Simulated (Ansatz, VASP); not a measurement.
## Sn4SeS3 in VASP and in Ansatz

The input INCAR:

```
PREC = Accurate ; ENCUT = 520
EDIFF = 1E-6 ; ISMEAR = 0
SIGMA = 0.02 ; LREAL = False
LASPH = True ; NELM = 80
ALGO = Normal ; ISIF = 2
LWAVE = False ; LCHARG = False
GGA = PE ; NBANDS = 50
KPAR = 4
```

File KPOINTS:

```
regular mesh
0
Gamma
  8 10 4
```

File POSCAR:

```
Sn4SeS3
1.0
    4.3212155087      0.0000000000      0.0380018588
    0.0000000000      4.1298597919      0.0000000000
   -0.5623891195      0.0000000000     11.7331489672
Sn Se S
4 1 3
Direct
    0.9844701571      0.5000000000      0.0031014136
    0.3146690385      0.0000000000      0.7548936999
    0.3577833564      0.5000000000      0.4935559566
    0.7799886695      0.0000000000      0.2429227542
    0.8920818598      0.0000000000      0.4768606308
    0.3771813896      0.5000000000      0.2700743855
    0.3943142965      0.0000000000      0.9780738378
    0.8995112326      0.5000000000      0.7805173214
```

Input for Ansatz:

```yaml
crystal:
  lattice:
    - [4.3212155087, 0.0, 0.0380018588]
    - [0.0, 4.1298597919, 0.0]
    - [-0.5623891195, 0.0, 11.7331489672]
  atoms:
    - { symbol: Sn, position: [0.9844701571, 0.5, 0.0031014136] }
    - { symbol: Sn, position: [0.3146690385, 0.0, 0.7548936999] }
    - { symbol: Sn, position: [0.3577833564, 0.5, 0.4935559566] }
    - { symbol: Sn, position: [0.7799886695, 0.0, 0.2429227542] }
    - { symbol: Se, position: [0.8920818598, 0.0, 0.4768606308] }
    - { symbol: S, position: [0.3771813896, 0.5, 0.2700743855] }
    - { symbol: S, position: [0.3943142965, 0.0, 0.9780738378] }
    - { symbol: S, position: [0.8995112326, 0.5, 0.7805173214] }
basis:
  ecutwfc: 420
kpoints:
  mp_grid: { grid: [8, 10, 4] }
  band_path: { path: [VBM, CBM], npoints: 2 }
hamiltonian:
  xc: pbe
scf:
  occupations: { method: gaussian, width: 0.02 }
output:
  forces: false
  stress: false
  eigenvalues: true
checkpoint:
  read: start.run
  write: ck
  compress: false
  write_wavefunctions: false
  write_every: 100000
```

Alike in both runs: task single point; functional PBE; k mesh 8 × 10 × 4; occupations gaussian, width 0.02 eV; no spin polarisation.

```csv
,VASP,Ansatz
version,VASP 6.6.1,Ansatz 0.2.0
potentials or method,"VASP PAW PBE potentials, release 64 (Sn_d, Se, S), cutoff 520 eV","scalar-relativistic, plane waves, PAW"
valence electrons in the cell,80,90
```

Ansatz gave:

| Item | Value |
| --- | --- |
| gap on the k mesh at the Fermi level (eV) | 0.62 |
| least direct gap on the mesh (eV) | 0.94 |

Problem. Which values does VASP return?

Solution. gap on the k mesh at the Fermi level (eV): 0.61; least direct gap on the mesh (eV): 0.94.

VASP's potentials hold 80 valence electrons a cell and Ansatz's 90, so a difference there can come from the potentials and not from the codes.
